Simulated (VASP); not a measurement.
## Ge: single point with revPBE

Crystal: Ge.

```
Ge
1.0
     2.91005    0.00000    0.00000
    -1.45502    2.52018    0.00000
     0.00000    0.00000    9.54037
Ge
4
Direct
  0.00000 0.00000 0.00000
  0.00000 0.00000 0.50000
  0.33333 0.66667 0.25000
  0.66667 0.33333 0.75000
```

This cell differs from its parent crystal: volume scaled by 0.88.

```
Program             : VASP 6.6.1
Task                : single point
Functional          : revPBE
Potentials or basis : VASP PAW PBE potentials, release 64 (Ge_d)
Cutoff              : 520 eV
k mesh              : 16 × 16 × 5
Occupations         : fermi-dirac, width 0.1 eV
Spin                : no spin polarisation
```

| Item | Value |
| --- | --- |
| Pressure | 10.1 GPa |
| Band gap on the k mesh | zero (band 28 reaches 15.25 eV, above the bottom of band 29 at 4.90 eV) |

Stress tensor (GPa, compression positive):
```
 9.68  0.00  0.00
 0.00  9.68  0.00
 0.00  0.00 11.06
```

Levels at points of the mesh, in eV from the Fermi level:
```csv
k point,band 24,band 25,band 26,band 27,band 28,band 29,band 30,band 31,band 32,band 33
"(0.00, 0.00, 0.00)",-8.13,-6.10,1.21,1.21,7.42,7.42,8.25,8.25,8.49,8.49
"(0.50, 0.00, 0.00)",-6.34,-5.76,-5.41,-2.33,-1.97,-0.60,0.39,2.79,4.41,4.43
```

It took 110 s on 1 thread of Intel(R) Xeon(R) 6975P-C (Granite Rapids) (shared host), peak memory 0.29 GiB.

Caveat: the PAW data sets were made with another functional, which shifts forces and pressure a little.
